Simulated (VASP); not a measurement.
Input of a VASP 6.6.1 run:

Contents of INCAR:

```
PREC = Accurate ; ENCUT = 520
EDIFF = 1E-6 ; ISMEAR = 0
SIGMA = 0.05 ; LREAL = F
LASPH = T ; NELM = 100
ALGO = Normal ; ISIF = 2
LWAVE = F ; LCHARG = F
GGA = CA ; NBANDS = 16
```

KPOINTS

```
regular mesh
0
Gamma
  9 9 6
```

POSCAR

```
AlN
1.0
    3.0886152983      0.0000000000     -0.3088615298
   -1.5443076491      2.6748193108      0.1544307649
   -0.4943584266      0.0000000000      4.7458408954
Al N
2 2
Direct
    0.3445595073      0.6661552341     -0.0005623350
    0.6784042732      0.3338447659      0.4994376650
    0.3265664038      0.6760965882      0.3855623350
    0.6504698156      0.3239034118      0.8855623350
```

Potentials or basis: VASP PAW LDA potentials, release 64 (Al, N).

Run with:

```sh
$ cat potpaw_LDA.64/Al/POTCAR potpaw_LDA.64/N/POTCAR > POTCAR
$ mpirun -np 1 vasp_std > vasp.out
```

(1) What does it give for the largest force?

(2) Predict the band gap on the k mesh.

(3) What does it give for the pressure?

Results:

(1) 0.025 eV/Å.

(2) 3.49 eV, direct.

(3) 10.5 GPa.

Caveat: the cell differs from its parent crystal (engineering shear strain xz -0.2000, normal strain along z -0.0400).
